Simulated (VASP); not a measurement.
# NiO (Fm-3m) in VASP: settings compared

Aim: see how the results for NiO move with the level of theory and the settings. Levels: PBE, revPBE, r2SCAN. Tasks: single point.

All numbers are computed with VASP 6.6.1; they aren't measurements. Logs are shortened: lines on timing, memory, paths and dates and some standing lists are left out, and cuts for length are marked.

**What was measured.**

From “Local correlations, non-local screening, multiplets, and band formation in NiO”, 2012, arxiv:1210.6675, for a bulk crystal of NiO: band gap 4.3 eV.

The runs below are set against these values where they give the same quantity.

## 1. The cell of the first run

The structure is cubic, space group Fm-3m (No. 225). The conventional cell has a = 4.183 Å, b = 4.183 Å, c = 4.183 Å, α = 90.00°, β = 90.00°, γ = 90.00°. Ni (site symmetry m-3m) has 6 O at 2.09 Å within 2.8 Å. Within 2.8 Å of O (site symmetry m-3m) lie 6 Ni at 2.09 Å.

## 2. Single point, PBE, collinear spin, ferromagnetic start

Contents of INCAR:

```
SYSTEM = NiO
  ALGO = Normal
  EDIFF = 1E-7
  ENCUT = 520
  GGA = PE
  ISIF = 2
  ISMEAR = -1
  ISPIN = 2
  LASPH = .True.
  LCHARG = .False.
  LMAXMIX = 4
  LORBIT = 11
  LREAL = .False.
  LWAVE = .False.
  MAGMOM = 1 0
  NBANDS = 19
  NELM = 150
  PREC = Accurate
  SIGMA = 0.05
```

Contents of KPOINTS:

```
k-points
0
Gamma
  6 6 6
  0 0 0
```

Contents of POSCAR:

```
NiO
1.0
    0.0000000000      2.0913095100      2.0913095100
    2.0913095100      0.0000000000      2.0913095100
    2.0913095100      2.0913095100      0.0000000000
Ni O
1 1
Direct
    0.0000000000      0.0000000000      0.0000000000
    0.5000000000      0.5000000000      0.5000000000
```

Potentials or basis: VASP PAW PBE potentials, release 64 (Ni, O).

Started as:

```console
$ cat potpaw_PBE.64/Ni/POTCAR potpaw_PBE.64/O/POTCAR > POTCAR
$ mpirun -np 1 vasp_std > vasp.out
```

OUTCAR:

```text
SYSTEM = NiO
   EDIFF = 1E-7
   ENCUT = 520
   GGA = PE
   ISIF = 2
   ISMEAR = -1
   ISPIN = 2
   LASPH = .True.
   LORBIT = 11
   LREAL = .False.
   NELM = 150
   PREC = Accurate

 ion  position               nearest neighbor table
   1  0.000  0.000  0.000-   2 2.09   2 2.09   2 2.09   2 2.09   2 2.09   2 2.09
   2  0.500  0.500  0.500-   1 2.09   1 2.09   1 2.09   1 2.09   1 2.09   1 2.09

  LATTYP: Found a face centered cubic cell.
 ALAT       =     4.1826190200

  Lattice vectors:

 A1 = (   0.0000000000,   2.0913095100,   2.0913095100)
 A2 = (   2.0913095100,   0.0000000000,   2.0913095100)
 A3 = (   2.0913095100,   2.0913095100,   0.0000000000)

Analysis of symmetry for initial positions (statically):
=====================================================================
 Subroutine PRICEL returns:
 Original cell was already a primitive cell.

 Routine SETGRP: Setting up the symmetry group for a
 face centered cubic supercell.

 Subroutine GETGRP returns: Found 48 space group operations
 (whereof 48 operations were pure point group operations)
 out of a pool of 48 trial point group operations.

The static configuration has the point symmetry O_h .

Analysis of symmetry for dynamics (positions and initial velocities):
=====================================================================
 Subroutine PRICEL returns:
 Original cell was already a primitive cell.

 Routine SETGRP: Setting up the symmetry group for a
 face centered cubic supercell.

 Subroutine GETGRP returns: Found 48 space group operations
 (whereof 48 operations were pure point group operations)
 out of a pool of 48 trial point group operations.

The dynamic configuration has the point symmetry O_h .

Analysis of structural, dynamic, and magnetic symmetry:
=====================================================================
 Subroutine PRICEL returns:
 Original cell was already a primitive cell.

 Routine SETGRP: Setting up the symmetry group for a
 face centered cubic supercell.

 Subroutine GETGRP returns: Found 48 space group operations
 (whereof 48 operations were pure point group operations)
 out of a pool of 48 trial point group operations.

The overall configuration has the point symmetry O_h .

 Subroutine INISYM returns: Found 48 space group operations
 (whereof 48 operations are pure point group operations),
 and found     1 'primitive' translations

----------------------------------------------------------------------------------------

                                     Primitive cell

  volume of cell :      18.2930

  direct lattice vectors                    reciprocal lattice vectors
     0.000000000  2.091309510  2.091309510    -0.239084649  0.239084649  0.239084649
     2.091309510  0.000000000  2.091309510     0.239084649 -0.239084649  0.239084649
     2.091309510  2.091309510  0.000000000     0.239084649  0.239084649 -0.239084649

  length of vectors
     2.957558272  2.957558272  2.957558272     0.414106759  0.414106759  0.414106759

  position of ions in fractional coordinates (direct lattice)
     0.000000000  0.000000000  0.000000000
     0.500000000  0.500000000  0.500000000

  ion indices of the primitive-cell ions
   primitive index   ion index
                 1           1
                 2           2

----------------------------------------------------------------------------------------

 KPOINTS: k-points

Automatic generation of k-mesh.
 Grid dimensions read from file:
 generate k-points for:    6    6    6

 Generating k-lattice:

  Cartesian coordinates                     Fractional coordinates (reciprocal lattice)
    -0.039847441  0.039847441  0.039847441     0.166666667  0.000000000  0.000000000
     0.039847441 -0.039847441  0.039847441     0.000000000  0.166666667  0.000000000
     0.039847441  0.039847441 -0.039847441     0.000000000  0.000000000  0.166666667

  Length of vectors
     0.069017793  0.069017793  0.069017793

  Shift w.r.t. Gamma in fractional coordinates (k-lattice)
     0.000000000  0.000000000  0.000000000

 Subroutine IBZKPT returns following result:
 ===========================================

 Found     16 irreducible k-points:

 Following reciprocal coordinates:
            Coordinates               Weight
  0.000000  0.000000  0.000000      1.000000
  0.166667  0.000000  0.000000      8.000000
  0.333333  0.000000  0.000000      8.000000
  0.500000  0.000000  0.000000      4.000000
  0.166667  0.166667  0.000000      6.000000
  0.333333  0.166667  0.000000     24.000000
[... 8 lines left out ...]
 -0.333333  0.333333  0.166667     24.000000
 -0.333333  0.500000  0.166667     12.000000
   k-points           NKPTS =     16   k-points in BZ     NKDIM =     16   number of bands    NBANDS=     19
   number of dos      NEDOS =    301   number of ions     NIONS =      2
   total plane-waves  NPLWV =  13824
   dimension x,y,z NGX =    24 NGY =   24 NGZ =   24
   dimension x,y,z NGXF=    48 NGYF=   48 NGZF=   48
   ions per type =               1   1
   NGX,Y,Z   is equivalent  to a cutoff of  13.49, 13.49, 13.49 a.u.
   NGXF,Y,Z  is equivalent  to a cutoff of  26.98, 26.98, 26.98 a.u.
 SYSTEM =  NiO
   PREC   = accura    normal or accurate (medium, high low for compatibility)
   ISTART =      0    job   : 0-new  1-cont  2-samecut
   ICHARG =      2    charge: 1-file 2-atom 10-const
   ISPIN  =      2    spin polarized calculation?
   LNONCOLLINEAR =      F non collinear calculations
   LSORBIT =      F    spin-orbit coupling
   LASPH  =      T    aspherical Exc in radial PAW
   ENCUT  =  520.0 eV  38.22 Ry    6.18 a.u.   5.50  5.50  5.50*2*pi/ulx,y,z
   NELM   =    150;   NELMIN=  2; NELMDL= -5     # of ELM steps
   EDIFF  = 0.1E-06   stopping-criterion for ELM
   LREAL  =      F    real-space projection
   EDIFFG = 0.1E-05   stopping-criterion for IOM
   NSW    =      0    number of steps for IOM
   IBRION =     -1    ionic relax: 0-MD 1-quasi-New 2-CG
   NFREE  =      0    steps in history (QN), initial steepest desc. (CG)
   ISIF   =      2    stress and relaxation
   ISYM   =      2    0-nonsym 1-usesym 2-fastsym
   POTIM  = 0.5000    time-step for ionic-motion
   TEBEG  =    0.0;   TEEND  =   0.0 temperature during run
   PSTRESS=    0.0 pullay stress
   NELECT =      16.0000    total number of electrons
   NUPDOWN=      -1.0000    fix difference up-down
   EMIN   =  10.00;   EMAX   =-10.00  energy-range for DOS
   EFERMI =   0.00;   METHOD = LEGACY
   ISMEAR =    -1;   SIGMA  =   0.05  broadening in eV -4-tet -1-fermi 0-gaus
   EFERMI_NEDOS =   21; number of points for ismear=-14 and -15
   IALGO  =     38    algorithm
   IMIX   =      4    mixing-type and parameters
     AMIX     =   0.40;   BMIX     =  1.00
     AMIX_MAG =   1.60;   BMIX_MAG =  1.00
  volume/ion in A,a.u.               =       9.15        61.72
  Fermi-wavevector in a.u.,A,eV,Ry     =   1.565621  2.958594 33.350161  2.451168
  Thomas-Fermi vector in A             =   2.668070
   LORBIT       =     11    0 simple, 1 ext, 2 COOP (PROOUT), +10 PAW based schemes
   GGA     = PE    functional components
   LHFCALC =     F    Hartree Fock is set to
   AEXX    =    0.0000 exact exchange contribution
   IVDW    =     0    specifies the selected vdW correction
   LEPSILON=     F    determine dielectric tensor
   LRPA    =     F    only Hartree local field effects (RPA)
 spin polarized calculation
  energy-cutoff  :      520.00
  volume of cell :       18.29
 maximum number of plane-waves:       531
 NGX is ok and might be reduce to    24
   NGX = 11   NGY = 11   NGZ = 11

 number of electron      16.0000005 magnetization       1.7247088

 Free energy of the ion-electron system (eV)
  ---------------------------------------------------
  ext. energy  EPLUGINS =         0.00000000
  ---------------------------------------------------
  free energy    TOTEN  =       -11.49313116 eV

  energy without entropy =      -11.48816907  energy(sigma->0) =      -11.49065011

 E-fermi :   7.9050     XC(G=0): -12.6546

 val. band max:        7.8002083395   @ k =  -0.1667   0.1667   0.0000
 cond. band min:       8.0185130392   @ k =  -0.3333   0.1667   0.0000
 fundamental gap:      0.2183046997
 Fermi energy:         7.9050431886

 spin component 1

 k-point     1 :       0.0000    0.0000    0.0000
  band No.  band energies     occupation
      1     -12.5042      1.00000
      2       4.7354      1.00000
      3       4.7354      1.00000
      4       4.8436      1.00000
      5       4.8436      1.00000
      6       4.8436      1.00000
[... 11 lines left out ...]
     18      33.7047      0.00000
     19      33.7047      0.00000
[... 309 lines left out ...]
 k-point    16 :      -0.3333    0.5000    0.1667
  band No.  band energies     occupation
      1     -11.0085      1.00000
      2       1.2853      1.00000
      3       2.1543      1.00000
      4       2.3011      1.00000
      5       5.4696      1.00000
      6       5.5151      1.00000
[... 11 lines left out ...]
     18      40.4727      0.00000
     19      43.1827      0.00000
 Fermi energy:         7.9050431886

 spin component 2

 k-point     1 :       0.0000    0.0000    0.0000
  band No.  band energies     occupation
      1     -12.0735      1.00000
      2       5.3423      1.00000
      3       5.3423      1.00000
      4       5.3423      1.00000
      5       6.0082      1.00000
      6       6.0084      1.00000
[... 11 lines left out ...]
     18      34.2957      0.00000
     19      34.2959      0.00000
[... 309 lines left out ...]
 k-point    16 :      -0.3333    0.5000    0.1667
  band No.  band energies     occupation
      1     -10.4980      1.00000
      2       1.6491      1.00000
      3       2.7283      1.00000
      4       2.9586      1.00000
      5       6.2639      1.00000
      6       7.0036      1.00000
[... 11 lines left out ...]
     18      40.5616      0.00000
     19      43.5347      0.00000

------------------------ aborting loop because EDIFF is reached ----------------------------------------

  FORCE on cell =-STRESS in cart. coord.  units (eV):
  Direction    XX          YY          ZZ          XY          YZ          ZX
  --------------------------------------------------------------------------------------
  -------------------------------------------------------------------------------------
  Total        0.4419235      0.4419235      0.4419235     -0.0000000      0.0000000      0.0000000
  in kB       38.7055052     38.7055052     38.7055052     -0.0000000      0.0000000      0.0000000
  external PRESSURE =      38.7055052 kB  Pullay stress =       0.0000000 kB

 VOLUME and BASIS-vectors are now :
 -----------------------------------------------------------------------------
  energy-cutoff  :      520.00
  volume of cell :       18.29
      direct lattice vectors                 reciprocal lattice vectors
     0.000000000  2.091309510  2.091309510    -0.239084649  0.239084649  0.239084649
     2.091309510  0.000000000  2.091309510     0.239084649 -0.239084649  0.239084649
     2.091309510  2.091309510  0.000000000     0.239084649  0.239084649 -0.239084649

 POSITION                                       TOTAL-FORCE (eV/Angst)
 -----------------------------------------------------------------------------------
      0.00000      0.00000      0.00000        -0.000000     -0.000000     -0.000000
      2.09131      2.09131      2.09131         0.000000      0.000000      0.000000
 -----------------------------------------------------------------------------------
    total drift:                                0.000000     -0.000000     -0.000000

  FREE ENERGIE OF THE ION-ELECTRON SYSTEM (eV)
  ---------------------------------------------------
  free  energy   TOTEN  =       -11.4931311593 eV

  energy  without entropy=      -11.4881690661  energy(sigma->0) =      -11.49065011

 total charge

# of ion       s       p       d       tot
------------------------------------------
    1        0.331   0.401   8.248   8.980
    2        1.558   3.418   0.000   4.976
--------------------------------------------------
tot          1.888   3.819   8.248  13.956

 magnetization (x)

# of ion       s       p       d       tot
------------------------------------------
    1        0.011   0.016   1.392   1.419
    2        0.027   0.236   0.000   0.263
--------------------------------------------------
tot          0.038   0.251   1.392   1.681
```

It took 10 s on 1 thread of Intel Xeon Platinum 8559C (Emerald Rapids), shared host; peak memory 0.15 GiB.

Results:

| Item | Value |
| --- | --- |
| Free energy | -11.4931 eV |
| Pressure | 3.9 GPa |
| Net moment | 1.72 μB per cell |
| Site moments | Ni +1.42; O +0.26 μB |
| Valence electrons inside the program's atomic spheres | Ni 8.98; O 4.98 |

Levels at points of the mesh, in eV from the Fermi level:
Spin up:
```tsv
k point	band 7	band 8	band 9	band 10	band 11	band 12
(0.00, 0.00, 0.00)	-2.70	-2.70	-2.70	1.44	17.77	18.82
(0.50, 0.00, 0.00)	-1.48	0.22	0.22	5.52	9.85	13.91
(0.50, 0.50, 0.00)	-2.29	-1.70	-1.70	6.04	10.46	12.14
```
Spin down:
```csv
k point,band 3,band 4,band 5,band 6,band 7,band 8,band 9,band 10,band 11,band 12
"(0.00, 0.00, 0.00)",-2.56,-2.56,-1.90,-1.90,-1.90,-0.67,-0.67,1.78,17.71,19.03
"(0.50, 0.00, 0.00)",-4.86,-4.86,-1.01,-1.01,-0.64,2.13,2.13,5.68,10.36,14.19
"(0.50, 0.50, 0.00)",-3.91,-3.91,-2.86,-0.82,-0.82,-0.25,0.28,6.48,10.81,12.39
```

Caveat: the k points lie up to 0.43 Å⁻¹ apart; a cell with one magnetic atom can't hold antiferromagnetic order, which such compounds often take; semilocal functionals often make such compounds metallic where correlation or magnetic order opens a gap, which also shifts bond lengths. With open d or f shells a metallic result of PBE can be an artefact of self-interaction; +U or a hybrid may open a gap.

(Continued in part 2 of 3.)
